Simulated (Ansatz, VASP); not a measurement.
GeMo3Pt in VASP and in Ansatz

The input INCAR:

```
PREC     = Accurate       # precision mode
ENCUT    = 520            # plane-wave cutoff, eV
EDIFF    = 1E-6           # SCF threshold, eV
ISMEAR   = 0              # smearing method
SIGMA    = 0.2            # smearing width, eV
LREAL    = False          # projectors in reciprocal space
LASPH    = True           # aspherical terms in the spheres
NELM     = 80             # most SCF steps
ALGO     = Fast           # electronic algorithm
ISIF     = 2              # what is computed and relaxed
LWAVE    = False          # write WAVECAR
LCHARG   = True           # write CHGCAR
GGA      = PE             # functional
LELF     = True           # ELF
LVHAR    = True         
NBANDS   = 77             # bands
```

The input KPOINTS:

```
Automatic mesh
0
Gamma
  4 6 6
```

The input POSCAR:

```
GeMo3Pt
1.0
    0.0000000000      0.0000000000      4.9181859800
    6.3011472860      0.0000000000      0.0000000000
   -3.1505736430      5.4569536227      0.0000000000
Ge Mo Pt
2 6 2
Direct
    0.0000000000      0.0000000000      0.0000000000
    0.5000000000      1.0000000000      0.0000000000
    0.2500000000      0.2033808728      0.4067617455
    0.7500000000      0.7966191272      0.2033808728
    0.2500000000      0.5932382545      0.7966191272
    0.7500000000      0.7966191272      0.5932382545
    0.2500000000      0.2033808728      0.7966191272
    0.7500000000      0.4067617455      0.2033808728
    0.7500000000      0.3333333333      0.6666666667
    0.2500000000      0.6666666667      0.3333333333
```

Input for Ansatz:

```yaml
crystal:
  lattice:
    - [0.0, 0.0, 4.91818598]
    - [6.301147286, 0.0, 0.0]
    - [-3.150573643, 5.4569536227, 0.0]
  atoms:
    - { symbol: Ge, position: [0.0, 0.0, 0.0] }
    - { symbol: Ge, position: [0.5, 1.0, 0.0] }
    - { symbol: Mo, position: [0.25, 0.2033808728, 0.4067617455] }
    - { symbol: Mo, position: [0.75, 0.7966191272, 0.2033808728] }
    - { symbol: Mo, position: [0.25, 0.5932382545, 0.7966191272] }
    - { symbol: Mo, position: [0.75, 0.7966191272, 0.5932382545] }
    - { symbol: Mo, position: [0.25, 0.2033808728, 0.7966191272] }
    - { symbol: Mo, position: [0.75, 0.4067617455, 0.2033808728] }
    - { symbol: Pt, position: [0.75, 0.3333333333, 0.6666666667] }
    - { symbol: Pt, position: [0.25, 0.6666666667, 0.3333333333] }
basis:
  ecutwfc: 420
kpoints:
  mp_grid: { grid: [4, 6, 6] }
hamiltonian:
  xc: pbe
scf:
  occupations: { method: gaussian, width: 0.2 }
  lower_state_search: "off"
output:
  forces: true
  stress: true
  eigenvalues: true
```

Alike in both runs: task single point; functional PBE; k mesh 4 × 6 × 6; occupations gaussian, width 0.2 eV; no spin polarisation.

|  | VASP | Ansatz |
| --- | --- | --- |
| version | VASP 6.6.1 | Ansatz 0.2.0 |
| potentials or method | VASP PAW PBE potentials, release 64 (Ge_d, Mo_sv, Pt), cutoff 520 eV | scalar-relativistic, plane waves, PAW |
| valence electrons in the cell | 132 | 148 |

|  | VASP | Ansatz | Ansatz less VASP |
| --- | --- | --- | --- |
| gap on the k mesh at the Fermi level (eV) | none | none | - |
| pressure (GPa) | 0.4 | 0.0 | -0.39 |
| traceless stress, the component that is largest in VASP (GPa) | -1.28 | -1.11 | +0.168 |
| rms of the force components (eV/Å) | 0.002 | 0.019 | +0.0168 |

Atom by atom the forces differ by 0.017 eV/Å (rms over components). A gap of «none» marks a metal or a gap that the smearing closes. With one functional, cell and mesh, what is left measures potentials, basis and numerics. VASP's potentials hold 132 valence electrons a cell and Ansatz's 148, so a difference there can come from the potentials and not from the codes.

Neither program's run includes spin-orbit coupling.
